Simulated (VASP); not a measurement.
# Ca (Ibam) in VASP: notebook

The runs below take Ca through single point, with PBE.

Everything below comes from runs of VASP 6.6.1. Logs are shortened: lines on timing, memory, paths and dates and some standing lists are left out, and cuts for length are marked.

## (1) The cell of the first run

Symmetry: Ibam, No. 72, orthorhombic system. Conventional cell: a = 7.446 Å, b = 7.456 Å, c = 6.660 Å, α = 90.00°, β = 90.00°, γ = 90.00°. Within 4.7 Å of Ca (site symmetry m) lie 11 Ca at 3.60 to 4.19 Å.

## (2) Single point, PBE

The input, INCAR:

```
SYSTEM = Ca
PREC = Accurate
ENCUT = 520
EDIFF = 1E-6
ISMEAR = 0
SIGMA = 0.1
LREAL = .False.
LASPH = .True.
NELM = 80
ALGO = Fast
ISIF = 2
LWAVE = .False.
LCHARG = .True.
GGA = PE
LELF = .True.
LVHAR = .True.
NBANDS = 28
```

The input, KPOINTS:

```
Automatic mesh
0
Gamma
  4 4 4
  0 0 0
```

The input, POSCAR:

```
Ca
1.0
   -3.7227727908      3.7277646150      3.3301431152
    3.7227727908     -3.7277646150      3.3301431152
    3.7227727908      3.7277646150     -3.3301431152
Ca
4
Direct
    0.1704225300      0.6708298800      0.8412524100
    0.8295774700      0.3291701200      0.1587475900
    0.6704225300      0.8291701200      0.4995926500
    0.3295774700      0.1708298800      0.5004073500
```

Potentials or basis: VASP PAW PBE potentials, release 64 (Ca_sv).

Launch:

```sh
> cat potpaw_PBE.64/Ca_sv/POTCAR > POTCAR
> mpirun -np 1 vasp_std > vasp.out
```

OUTCAR:

```text
SYSTEM = Ca
   PREC = Accurate
   ENCUT = 520
   EDIFF = 1E-6
   ISMEAR = 0
   LREAL = .False.
   LASPH = .True.
   NELM = 80
   ISIF = 2
   GGA = PE

 ion  position               nearest neighbor table
   1  0.170  0.671  0.841-
   2  0.830  0.329  0.159-
   3  0.670  0.829  0.500-
   4  0.330  0.171  0.500-

  LATTYP: Found a body centered orthorhombic cell.
 ALAT       =     6.6602862304
 B/A-ratio  =     1.1179017424
 C/A-ratio  =     1.1194007242

  Lattice vectors:

 A1 = (   3.7227727908,  -3.7277646150,   3.3301431152)
 A2 = (  -3.7227727908,  -3.7277646150,  -3.3301431152)
 A3 = (   3.7227727908,   3.7277646150,  -3.3301431152)

Analysis of symmetry for initial positions (statically):
=====================================================================
 Subroutine PRICEL returns:
 Original cell was already a primitive cell.

 Routine SETGRP: Setting up the symmetry group for a
 body centered orthorhombic supercell.

 Subroutine GETGRP returns: Found  8 space group operations
 (whereof  4 operations were pure point group operations)
 out of a pool of  8 trial point group operations.

The static configuration has the point symmetry C_2h.
 The point group associated with its full space group is D_2h.

Analysis of symmetry for dynamics (positions and initial velocities):
=====================================================================
 Subroutine PRICEL returns:
 Original cell was already a primitive cell.

 Routine SETGRP: Setting up the symmetry group for a
 body centered orthorhombic supercell.

 Subroutine GETGRP returns: Found  8 space group operations
 (whereof  4 operations were pure point group operations)
 out of a pool of  8 trial point group operations.

The dynamic configuration has the point symmetry C_2h.
 The point group associated with its full space group is D_2h.

 Subroutine INISYM returns: Found  8 space group operations
 (whereof  4 operations are pure point group operations),
 and found     1 'primitive' translations

----------------------------------------------------------------------------------------

                                     Primitive cell

  volume of cell :     184.8579

  direct lattice vectors                    reciprocal lattice vectors
    -3.722772791  3.727764615  3.330143115     0.000000000  0.134128641  0.150143697
     3.722772791 -3.727764615  3.330143115     0.134308492  0.000000000  0.150143697
     3.722772791  3.727764615 -3.330143115     0.134308492  0.134128641  0.000000000

  length of vectors
     6.232585294  6.232585294  6.232585294     0.201329635  0.201449500  0.189813759

  position of ions in fractional coordinates (direct lattice)
     0.170422530  0.670829880  0.841252410
     0.829577470  0.329170120  0.158747590
     0.670422530  0.829170120  0.499592650
     0.329577470  0.170829880  0.500407350

  ion indices of the primitive-cell ions
   primitive index   ion index
                 1           1
                 2           2
                 3           3
                 4           4

----------------------------------------------------------------------------------------

 KPOINTS: Automatic mesh

Automatic generation of k-mesh.
 Grid dimensions read from file:
 generate k-points for:    4    4    4

 Generating k-lattice:

  Cartesian coordinates                     Fractional coordinates (reciprocal lattice)
     0.000000000  0.033532160  0.037535924     0.250000000  0.000000000  0.000000000
     0.033577123  0.000000000  0.037535924     0.000000000  0.250000000  0.000000000
     0.033577123  0.033532160  0.000000000     0.000000000  0.000000000  0.250000000

  Length of vectors
     0.050332409  0.050362375  0.047453440

  Shift w.r.t. Gamma in fractional coordinates (k-lattice)
     0.000000000  0.000000000  0.000000000

 Subroutine IBZKPT returns following result:
 ===========================================

 Found     18 irreducible k-points:

 Following reciprocal coordinates:
            Coordinates               Weight
  0.000000  0.000000  0.000000      1.000000
  0.250000  0.000000  0.000000      4.000000
  0.500000  0.000000  0.000000      2.000000
  0.000000  0.250000 -0.000000      4.000000
  0.250000  0.250000 -0.000000      8.000000
  0.500000  0.250000 -0.000000      8.000000
[... 10 lines left out ...]
 -0.250000 -0.250000  0.250000      2.000000
  0.500000  0.500000  0.500000      1.000000
   k-points           NKPTS =     18   k-points in BZ     NKDIM =     18   number of bands    NBANDS=     28
   number of dos      NEDOS =    301   number of ions     NIONS =      4
   total plane-waves  NPLWV = 110592
   dimension x,y,z NGX =    48 NGY =   48 NGZ =   48
   dimension x,y,z NGXF=    96 NGYF=   96 NGZF=   96
   ions per type =               4
   NGX,Y,Z   is equivalent  to a cutoff of  12.80, 12.80, 12.80 a.u.
   NGXF,Y,Z  is equivalent  to a cutoff of  25.61, 25.61, 25.61 a.u.
 SYSTEM =  Ca
   PREC   = accura    normal or accurate (medium, high low for compatibility)
   ISTART =      0    job   : 0-new  1-cont  2-samecut
   ICHARG =      2    charge: 1-file 2-atom 10-const
   ISPIN  =      1    spin polarized calculation?
   LNONCOLLINEAR =      F non collinear calculations
   LSORBIT =      F    spin-orbit coupling
   LASPH  =      T    aspherical Exc in radial PAW
   ENCUT  =  520.0 eV  38.22 Ry    6.18 a.u.  11.59 11.59 11.59*2*pi/ulx,y,z
   NELM   =     80;   NELMIN=  2; NELMDL= -5     # of ELM steps
   EDIFF  = 0.1E-05   stopping-criterion for ELM
   LREAL  =      F    real-space projection
   EDIFFG = 0.1E-04   stopping-criterion for IOM
   NSW    =      0    number of steps for IOM
   IBRION =     -1    ionic relax: 0-MD 1-quasi-New 2-CG
   NFREE  =      0    steps in history (QN), initial steepest desc. (CG)
   ISIF   =      2    stress and relaxation
   ISYM   =      2    0-nonsym 1-usesym 2-fastsym
   POTIM  = 0.5000    time-step for ionic-motion
   TEBEG  =    0.0;   TEEND  =   0.0 temperature during run
   PSTRESS=    0.0 pullay stress
   NELECT =      40.0000    total number of electrons
   NUPDOWN=      -1.0000    fix difference up-down
   EMIN   =  10.00;   EMAX   =-10.00  energy-range for DOS
   EFERMI =   0.00;   METHOD = LEGACY
   ISMEAR =     0;   SIGMA  =   0.10  broadening in eV -4-tet -1-fermi 0-gaus
   EFERMI_NEDOS =   21; number of points for ismear=-14 and -15
   IALGO  =     68    algorithm
   IMIX   =      4    mixing-type and parameters
     AMIX     =   0.40;   BMIX     =  1.00
     AMIX_MAG =   1.60;   BMIX_MAG =  1.00
  volume/ion in A,a.u.               =      46.21       311.87
  Fermi-wavevector in a.u.,A,eV,Ry     =   0.982839  1.857296 13.142842  0.965972
  Thomas-Fermi vector in A             =   2.113951
   LORBIT       =      0    0 simple, 1 ext, 2 COOP (PROOUT), +10 PAW based schemes
   GGA     = PE    functional components
   LHFCALC =     F    Hartree Fock is set to
   AEXX    =    0.0000 exact exchange contribution
   IVDW    =     0    specifies the selected vdW correction
   LEPSILON=     F    determine dielectric tensor
   LRPA    =     F    only Hartree local field effects (RPA)
 non-spin polarized calculation
 RMM-DIIS sequential band-by-band and
 Gauss-broadening in eV      SIGMA  =   0.10
  energy-cutoff  :      520.00
  volume of cell :      184.86
 maximum number of plane-waves:      5024
 NGX is ok and might be reduce to    48
   NGX = 23   NGY = 23   NGZ = 23

 number of electron      40.0000004 magnetization

 Free energy of the ion-electron system (eV)
  ---------------------------------------------------
  ext. energy  EPLUGINS =         0.00000000
  ---------------------------------------------------
  free energy    TOTEN  =        -7.07555701 eV

  energy without entropy =       -7.05073611  energy(sigma->0) =       -7.06314656

 E-fermi :   1.5762     XC(G=0):  -7.4211

 val. band max:        1.5625995439   @ k =   0.5000   0.5000  -0.0000
 cond. band min:       1.5764504284   @ k =  -0.2500   0.2500  -0.0000
 fundamental gap:      0.0138508844
 Fermi energy:         1.5762019225

 k-point     1 :       0.0000    0.0000    0.0000
  band No.  band energies     occupation
      1     -40.5940      2.00000
      2     -40.5816      2.00000
      3     -40.5728      2.00000
      4     -40.5728      2.00000
      5     -21.6433      2.00000
      6     -21.6106      2.00000
[... 20 lines left out ...]
     27       3.0039      0.00000
     28       3.4980      0.00000

 k-point     2 :       0.2500    0.0000    0.0000
  band No.  band energies     occupation
      1     -40.5909      2.00000
      2     -40.5814      2.00000
      3     -40.5749      2.00000
      4     -40.5740      2.00000
      5     -21.6458      2.00000
      6     -21.6272      2.00000
[... 20 lines left out ...]
     27       3.2911      0.00000
     28       3.4290      0.00000

 k-point     3 :       0.5000    0.0000    0.0000
  band No.  band energies     occupation
      1     -40.5843      2.00000
      2     -40.5843      2.00000
      3     -40.5763      2.00000
      4     -40.5763      2.00000
      5     -21.6424      2.00000
      6     -21.6424      2.00000
[... 20 lines left out ...]
     27       3.4007      0.00000
     28       3.4905      0.00000

 k-point     4 :       0.0000    0.2500   -0.0000
  band No.  band energies     occupation
      1     -40.5909      2.00000
      2     -40.5814      2.00000
      3     -40.5748      2.00000
      4     -40.5741      2.00000
      5     -21.6459      2.00000
      6     -21.6272      2.00000
[... 392 lines left out ...]
     27       3.4639      0.00000
     28       3.5869      0.00000

 k-point    17 :      -0.2500   -0.2500    0.2500
  band No.  band energies     occupation
      1     -40.5881      2.00000
      2     -40.5791      2.00000
      3     -40.5770      2.00000
      4     -40.5770      2.00000
      5     -21.6563      2.00000
      6     -21.6134      2.00000
[... 20 lines left out ...]
     27       3.5260      0.00000
     28       3.6967      0.00000

 k-point    18 :       0.5000    0.5000    0.5000
  band No.  band energies     occupation
      1     -40.5822      2.00000
      2     -40.5812      2.00000
      3     -40.5812      2.00000
      4     -40.5766      2.00000
      5     -21.6441      2.00000
      6     -21.6261      2.00000
[... 20 lines left out ...]
     27       3.2427      0.00000
     28       3.8089      0.00000

------------------------ aborting loop because EDIFF is reached ----------------------------------------

  FORCE on cell =-STRESS in cart. coord.  units (eV):
  Direction    XX          YY          ZZ          XY          YZ          ZX
  --------------------------------------------------------------------------------------
  -------------------------------------------------------------------------------------
  Total       -0.4823057     -0.4731207     -0.3196826     -0.0000000      0.0000000      0.0000000
  in kB       -4.1801807     -4.1005739     -2.7707135     -0.0000000      0.0000000      0.0000000
  external PRESSURE =      -3.6838227 kB  Pullay stress =       0.0000000 kB

 VOLUME and BASIS-vectors are now :
 -----------------------------------------------------------------------------
  energy-cutoff  :      520.00
  volume of cell :      184.86
      direct lattice vectors                 reciprocal lattice vectors
    -3.722772791  3.727764615  3.330143115     0.000000000  0.134128641  0.150143697
     3.722772791 -3.727764615  3.330143115     0.134308492  0.000000000  0.150143697
     3.722772791  3.727764615 -3.330143115     0.134308492  0.134128641  0.000000000

 POSITION                                       TOTAL-FORCE (eV/Angst)
 -----------------------------------------------------------------------------------
      4.99469      1.27059     -0.00000         0.000965     -0.003326      0.000000
     -1.27192      2.45717      3.33014        -0.000965      0.003326     -0.000000
      2.45085      1.27059      3.33014        -0.000965     -0.003326      0.000000
      1.27192      2.45717     -0.00000         0.000965      0.003326     -0.000000
 -----------------------------------------------------------------------------------
    total drift:                               -0.000000     -0.000000     -0.000000

  FREE ENERGIE OF THE ION-ELECTRON SYSTEM (eV)
  ---------------------------------------------------
  free  energy   TOTEN  =        -7.0755570130 eV

  energy  without entropy=       -7.0507361148  energy(sigma->0) =       -7.06314656
```

Wall time 4.7 min (1 thread of AMD EPYC 7R43 (Zen 3), shared host); peak memory 0.32 GiB.

Results:

```yaml
Free_energy: -7.0756 eV
Pressure: -0.4 GPa
Largest_force: 0.003 eV/Å
Band_gap_on_the_k_mesh: zero (band 20 reaches 1.89 eV, above the bottom of band 21 at 1.02 eV)
```

Forces in eV/Å, atoms in the order of the input:
```
Ca   0.001 -0.003  0.000
Ca  -0.001  0.003  0.000
Ca  -0.001 -0.003  0.000
Ca   0.001  0.003  0.000
```

Stress tensor (GPa, compression positive):
```
-0.42  0.00  0.00
 0.00 -0.41  0.00
 0.00  0.00 -0.28
```

(Part 1 of 2 ends here.)
